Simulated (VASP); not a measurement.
# MgO (I4/mmm) in VASP: further runs

MgO is run at these levels: r2SCAN; tasks: single point.

All numbers are computed with VASP 6.6.1; they aren't measurements. Logs are shortened: lines on timing, memory, paths and dates and some standing lists are left out, and cuts for length are marked.

**1. The cell of the first run**

The structure is tetragonal, space group I4/mmm (No. 139). The conventional cell has a = 3.020 Å, b = 3.020 Å, c = 4.110 Å, α = 90.00°, β = 90.00°, γ = 90.00°. Mg (site symmetry 4/mmm) has 6 O at 2.06 to 2.14 Å within 2.7 Å. O (site symmetry 4/mmm) has 6 Mg at 2.06 to 2.14 Å within 2.7 Å.

**2. Single point, r2SCAN (strain -0.0375 x Voigt [1, 0, 0, 0, 0, 0])**

File POSCAR:

```
MgO
1.0
    0.0000000000      2.1351500000      2.1351500000
    2.0550818750      0.0000000000      2.1351500000
    2.0550818750      2.1351500000      0.0000000000
Mg O
1 1
Direct
    0.0000000000      0.0000000000      0.0000000000
    0.5000000000      0.5000000000      0.5000000000
```

File INCAR.step1:

```
PREC     = Accurate       # precision mode
ENCUT    = 520            # plane-wave cutoff, eV
ISMEAR   = 0              # smearing method
SIGMA    = 0.05           # smearing width, eV
LREAL    = False          # projectors in reciprocal space
LASPH    = True           # aspherical terms in the spheres
NELM     = 100            # most SCF steps
NBANDS   = 11             # bands
GGA      = PE             # functional
ALGO     = Normal         # electronic algorithm
EDIFF    = 1E-4           # SCF threshold, eV
LWAVE    = True           # write WAVECAR
LCHARG   = False          # write CHGCAR
```

File INCAR.step2:

```
PREC     = Accurate       # precision mode
ENCUT    = 520            # plane-wave cutoff, eV
EDIFF    = 1E-6           # SCF threshold, eV
ISMEAR   = 0              # smearing method
SIGMA    = 0.05           # smearing width, eV
LREAL    = False          # projectors in reciprocal space
LASPH    = True           # aspherical terms in the spheres
NELM     = 100            # most SCF steps
ALGO     = Normal         # electronic algorithm
ISIF     = 2              # what is computed and relaxed
LWAVE    = False          # write WAVECAR
LCHARG   = True           # write CHGCAR
METAGGA  = R2SCAN         # meta-GGA
LMIXTAU  = True         
LELF     = True           # ELF
LVHAR    = True         
NBANDS   = 11             # bands
ISTART   = 1
```

File KPOINTS:

```
Automatic mesh
0
Gamma
  10 10 10
```

Potentials or basis: VASP PAW PBE potentials, release 64 (Mg, O).

The run is started by

```sh
cat potpaw_PBE.64/Mg/POTCAR potpaw_PBE.64/O/POTCAR > POTCAR
cp INCAR.step1 INCAR
mpirun -np 1 vasp_std > vasp.out
cp INCAR.step2 INCAR
mpirun -np 1 vasp_std > vasp.out
```

OUTCAR:

```text
PREC = Accurate
   ENCUT = 520
   EDIFF = 1E-6
   ISMEAR = 0
   LREAL = False
   LASPH = True
   NELM = 100
   ISIF = 2
   METAGGA = R2SCAN
   ISTART = 1

 ion  position               nearest neighbor table
   1  0.000  0.000  0.000-   2 2.06   2 2.06   2 2.14   2 2.14   2 2.14   2 2.14
   2  0.500  0.500  0.500-   1 2.06   1 2.06   1 2.14   1 2.14   1 2.14   1 2.14

  LATTYP: Found a body centered tetragonal cell.
 ALAT       =     3.0195580877
 C/A-ratio  =     1.3611805538

  Lattice vectors:

 A1 = (  -2.0550818750,   0.0000000000,  -2.1351500000)
 A2 = (  -2.0550818750,   0.0000000000,   2.1351500000)
 A3 = (   2.0550818750,   2.1351500000,   0.0000000000)

Analysis of symmetry for initial positions (statically):
=====================================================================
 Subroutine PRICEL returns:
 Original cell was already a primitive cell.

 Routine SETGRP: Setting up the symmetry group for a
 body centered tetragonal supercell.

 Subroutine GETGRP returns: Found 16 space group operations
 (whereof 16 operations were pure point group operations)
 out of a pool of 16 trial point group operations.

The static configuration has the point symmetry D_4h.

Analysis of symmetry for dynamics (positions and initial velocities):
=====================================================================
 Subroutine PRICEL returns:
 Original cell was already a primitive cell.

 Routine SETGRP: Setting up the symmetry group for a
 body centered tetragonal supercell.

 Subroutine GETGRP returns: Found 16 space group operations
 (whereof 16 operations were pure point group operations)
 out of a pool of 16 trial point group operations.

The dynamic configuration has the point symmetry D_4h.

 Subroutine INISYM returns: Found 16 space group operations
 (whereof 16 operations are pure point group operations),
 and found     1 'primitive' translations

----------------------------------------------------------------------------------------

                                     Primitive cell

  volume of cell :      18.7377

  direct lattice vectors                    reciprocal lattice vectors
     0.000000000  2.135150000  2.135150000    -0.243299309  0.234175585  0.234175585
     2.055081875  0.000000000  2.135150000     0.243299309 -0.234175585  0.234175585
     2.055081875  2.135150000  0.000000000     0.243299309  0.234175585 -0.234175585

  length of vectors
     3.019558088  2.963482248  2.963482248     0.410939123  0.410939123  0.410939123
[... 83 lines left out ...]
   EDIFFG = 0.1E-04   stopping-criterion for IOM
   NSW    =      0    number of steps for IOM
   IBRION =     -1    ionic relax: 0-MD 1-quasi-New 2-CG
   NFREE  =      0    steps in history (QN), initial steepest desc. (CG)
   ISIF   =      2    stress and relaxation
   ISYM   =      2    0-nonsym 1-usesym 2-fastsym
   POTIM  = 0.5000    time-step for ionic-motion
   TEBEG  =    0.0;   TEEND  =   0.0 temperature during run
   PSTRESS=    0.0 pullay stress
   NELECT =       8.0000    total number of electrons
   NUPDOWN=      -1.0000    fix difference up-down
   EMIN   =  10.00;   EMAX   =-10.00  energy-range for DOS
   EFERMI =   0.00;   METHOD = LEGACY
   ISMEAR =     0;   SIGMA  =   0.05  broadening in eV -4-tet -1-fermi 0-gaus
   EFERMI_NEDOS =   21; number of points for ismear=-14 and -15
   IALGO  =     38    algorithm
   IMIX   =      4    mixing-type and parameters
     AMIX     =   0.40;   BMIX     =  1.00
     AMIX_MAG =   1.60;   BMIX_MAG =  1.00
  volume/ion in A,a.u.               =       9.37        63.22
  Fermi-wavevector in a.u.,A,eV,Ry     =   1.232725  2.329512 20.675561  1.519611
  Thomas-Fermi vector in A             =   2.367484
   LORBIT       =      0    0 simple, 1 ext, 2 COOP (PROOUT), +10 PAW based schemes
   METAGGA = R2SCAN    functional components
   LHFCALC =     F    Hartree Fock is set to
   AEXX    =    0.0000 exact exchange contribution
   IVDW    =     0    specifies the selected vdW correction
   LEPSILON=     F    determine dielectric tensor
   LRPA    =     F    only Hartree local field effects (RPA)
 non-spin polarized calculation
 Gauss-broadening in eV      SIGMA  =   0.05
  energy-cutoff  :      520.00
  volume of cell :       18.74
 maximum number of plane-waves:       531
   NGX = 11   NGY = 11   NGZ = 11

 number of electron       8.0000004 magnetization

 Free energy of the ion-electron system (eV)
  ---------------------------------------------------
  ext. energy  EPLUGINS =         0.00000000
  ---------------------------------------------------
  free energy    TOTEN  =       -16.14723625 eV

  energy without entropy =      -16.14723625  energy(sigma->0) =      -16.14723625

 E-fermi :   3.0119     XC(G=0): -11.5773

 val. band max:        2.7808128068   @ k =   0.0000   0.0000   0.0000
 cond. band min:       8.3147668640   @ k =   0.0000   0.0000   0.0000
 fundamental gap:      5.5339540572
 Fermi energy:         3.0119182095

 k-point     1 :       0.0000    0.0000    0.0000
  band No.  band energies     occupation
      1     -15.4359      2.00000
      2       2.6891      2.00000
      3       2.7808      2.00000
      4       2.7808      2.00000
      5       8.3148      0.00000
      6      19.4515      0.00000
      7      19.4515      0.00000
      8      19.8556      0.00000
      9      23.7253      0.00000
     10      24.8305      0.00000
     11      26.1513      0.00000
[... 309 lines left out ...]
 k-point    24 :       0.4000    0.3000    0.0000
  band No.  band energies     occupation
      1     -14.2654      2.00000
      2      -0.8264      2.00000
      3       1.4321      2.00000
      4       1.7294      2.00000
      5      13.3183      0.00000
      6      13.9917      0.00000
      7      17.3176      0.00000
      8      22.1450      0.00000
      9      22.7089      0.00000
     10      29.0909      0.00000
     11      31.0242      0.00000

 [... further k-points ...]
[... 5 lines left out ...]
  --------------------------------------------------------------------------------------
  -------------------------------------------------------------------------------------
  Total        0.4247875     -0.5651005     -0.5651005      0.0000000      0.0000000     -0.0000000
  in kB       36.3217176    -48.3192706    -48.3192706      0.0000000      0.0000000     -0.0000000
  external PRESSURE =     -20.1056078 kB  Pullay stress =       0.0000000 kB

 VOLUME and BASIS-vectors are now :
 -----------------------------------------------------------------------------
  energy-cutoff  :      520.00
  volume of cell :       18.74
      direct lattice vectors                 reciprocal lattice vectors
     0.000000000  2.135150000  2.135150000    -0.243299309  0.234175585  0.234175585
     2.055081875  0.000000000  2.135150000     0.243299309 -0.234175585  0.234175585
     2.055081875  2.135150000  0.000000000     0.243299309  0.234175585 -0.234175585

 POSITION                                       TOTAL-FORCE (eV/Angst)
 -----------------------------------------------------------------------------------
      0.00000      0.00000      0.00000         0.000000     -0.000000      0.000000
      2.05508      2.13515      2.13515         0.000000      0.000000     -0.000000
 -----------------------------------------------------------------------------------
    total drift:                               -0.000000     -0.000000      0.000000

  FREE ENERGIE OF THE ION-ELECTRON SYSTEM (eV)
  ---------------------------------------------------
  free  energy   TOTEN  =       -16.1472362461 eV

  energy  without entropy=      -16.1472362461  energy(sigma->0) =      -16.14723625
```

OUTCAR.step1:

```text
PREC = Accurate
   ENCUT = 520
   ISMEAR = 0
   LREAL = False
   LASPH = True
[... 558 lines left out ...]
      0.00000      0.00000      0.00000         0.000000      0.000000     -0.000000
      2.05508      2.13515      2.13515         0.000000      0.000000      0.000000
 -----------------------------------------------------------------------------------
    total drift:                               -0.000000     -0.000000      0.000000

  FREE ENERGIE OF THE ION-ELECTRON SYSTEM (eV)
  ---------------------------------------------------
  free  energy   TOTEN  =       -11.8944404478 eV

  energy  without entropy=      -11.8944404478  energy(sigma->0) =      -11.89444045
```

OSZICAR.step1:

```text
N       E                     dE             d eps       ncg     rms          rms(c)
DAV:   1     0.137027376938E+02    0.13703E+02   -0.47313E+03  2580   0.651E+02
DAV:   2    -0.129004023843E+02   -0.26603E+02   -0.25954E+02  2569   0.136E+02
DAV:   3    -0.134614697321E+02   -0.56107E+00   -0.56071E+00  2717   0.170E+01
DAV:   4    -0.134628254733E+02   -0.13557E-02   -0.13557E-02  2481   0.949E-01
DAV:   5    -0.134628299415E+02   -0.44681E-05   -0.44682E-05  2596   0.533E-02    0.724E+00
DAV:   6    -0.119116673070E+02    0.15512E+01   -0.88280E+00  2343   0.164E+01    0.222E+00
DAV:   7    -0.119001261059E+02    0.11541E-01   -0.58283E-02  2508   0.212E+00    0.135E+00
DAV:   8    -0.118948654194E+02    0.52607E-02   -0.28228E-02  2352   0.188E+00    0.244E-01
DAV:   9    -0.118944531072E+02    0.41231E-03   -0.66137E-04  2589   0.178E-01    0.134E-01
DAV:  10    -0.118944404478E+02    0.12659E-04   -0.53067E-04  2367   0.169E-01
   1 F= -.11894440E+02 E0= -.11894440E+02  d E =-.264330E-24
```

Wall time 47 s (1 thread of Intel Xeon Platinum 8488C (Sapphire Rapids), shared host); peak memory 0.16 GiB.

What came out:

```yaml
Free_energy: -16.1472 eV
Pressure: -2.0 GPa
Band_gap_on_the_k_mesh: 5.53 eV, direct
```

Caveat: the cell differs from its parent crystal (strain -0.0375 x Voigt [1, 0, 0, 0, 0, 0]); the PAW data sets were made with another functional, which shifts forces and pressure a little.

**3. Single point, r2SCAN (strain +0.0375 x Voigt [1, 0, 0, 0, 0, 0])**

File POSCAR:

```
MgO
1.0
    0.0000000000      2.1351500000      2.1351500000
    2.2152181250      0.0000000000      2.1351500000
    2.2152181250      2.1351500000      0.0000000000
Mg O
1 1
Direct
    0.0000000000      0.0000000000      0.0000000000
    0.5000000000      0.5000000000      0.5000000000
```

File INCAR.step1:

```
SYSTEM = MgO
PREC = Accurate ; ENCUT = 520
ISMEAR = 0 ; SIGMA = 0.05
LREAL = .FALSE. ; LASPH = .TRUE.
NELM = 80 ; NBANDS = 11
GGA = PE ; ALGO = Normal
EDIFF = 1E-4 ; LWAVE = .TRUE.
LCHARG = .FALSE.
```

File INCAR.step2:

```
SYSTEM = MgO
PREC = Accurate ; ENCUT = 520
EDIFF = 1E-6 ; ISMEAR = 0
SIGMA = 0.05 ; LREAL = .FALSE.
LASPH = .TRUE. ; NELM = 80
ALGO = Normal ; ISIF = 2
LWAVE = .FALSE. ; LCHARG = .FALSE.
METAGGA = R2SCAN ; LMIXTAU = .TRUE.
NBANDS = 11 ; ISTART = 1
```

File KPOINTS:

```
Automatic mesh
0
G
  10 10 10
  0 0 0
```

Potentials or basis: VASP PAW PBE potentials, release 64 (Mg, O).

The run is started by

```sh
cat potpaw_PBE.64/Mg/POTCAR potpaw_PBE.64/O/POTCAR > POTCAR
cp INCAR.step1 INCAR
mpirun -np 1 vasp_std > vasp.out
cp INCAR.step2 INCAR
mpirun -np 1 vasp_std > vasp.out
```

Wall time 54 s (1 thread of Intel Xeon Platinum 8488C (Sapphire Rapids), shared host); peak memory 0.16 GiB.

Results (log left out):

* Free energy: -16.0818 eV
* Pressure: -12.4 GPa
* Band gap on the k mesh: 4.79 eV, direct

Stress tensor (GPa, compression positive):
```
-15.26   0.00   0.00
  0.00 -11.04   0.00
  0.00   0.00 -11.04
```

Levels at points of the mesh, in eV from the valence-band top:
```
           k point  band 1  band 2  band 3  band 4  band 5  band 6  band 7  band 8  band 9
(0.00, 0.00, 0.00)  -17.88   -0.08   -0.08    0.00    4.79   16.08   16.46   16.46   20.26
(0.50, 0.00, 0.00)  -16.81   -4.33   -0.68   -0.61    8.23   12.83   16.19   16.97   21.11
(0.50, 0.50, 0.00)  -16.56   -3.81   -1.48   -1.25    9.75   10.15   13.55   18.62   19.32
(0.00, 0.50, 0.50)  -16.65   -3.91   -1.23   -1.23   10.11   10.19   13.06   19.41   19.41
```

Caveat: the cell differs from its parent crystal (strain +0.0375 x Voigt [1, 0, 0, 0, 0, 0]); the PAW data sets were made with another functional, which shifts forces and pressure a little.

[end of part 1 of 2]
